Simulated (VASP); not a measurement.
Wanted: the native input for a VASP 6.6.1 run.

```yaml
Task: single point
Functional: PBEsol
Potentials_or_basis: VASP PAW PBE potentials, release 64 (Li_sv, Cl)
Cutoff: 520 eV
k_mesh: 8 × 8 × 8
Occupations: fermi-dirac, width 0.03 eV
Spin: no spin polarisation
Dipole_correction: no
Further_INCAR_settings: ALGO = Normal; EDIFF = 1e-06; NBANDS = 12
```

The structure of LiCl lies in POSCAR:

```
LiCl
1.0
    0.0000000000      2.7197063535      2.7197063535
    2.7197063535      0.0000000000      2.7197063535
    2.7197063535      2.7197063535      0.0000000000
Li Cl
1 1
Direct
    0.0000000000      0.0000000000      0.0000000000
    0.2500000000      0.2500000000      0.2500000000
```

The input as run:

INCAR

```
ALGO = Normal
EDIFF = 1E-6
ENCUT = 520
GGA = PS
ISIF = 2
ISMEAR = -1
LASPH = True
LCHARG = True
LELF = True
LREAL = False
LVHAR = True
LWAVE = False
NBANDS = 12
NELM = 60
PREC = Accurate
SIGMA = 0.03
```

KPOINTS

```
k-points
0
Gamma
  8 8 8
```

Potentials or basis: VASP PAW PBE potentials, release 64 (Li_sv, Cl).

The run is started by

```sh
$ cat potpaw_PBE.64/Li_sv/POTCAR potpaw_PBE.64/Cl/POTCAR > POTCAR
$ mpirun -np 1 vasp_std > vasp.out
```

Results of the run:

```json
{"Band gap on the k mesh": "5.89 eV, direct"}
```

It took 17 s on 1 thread of Intel Xeon 6975P-C, on a shared host, peak memory 0.16 GiB.
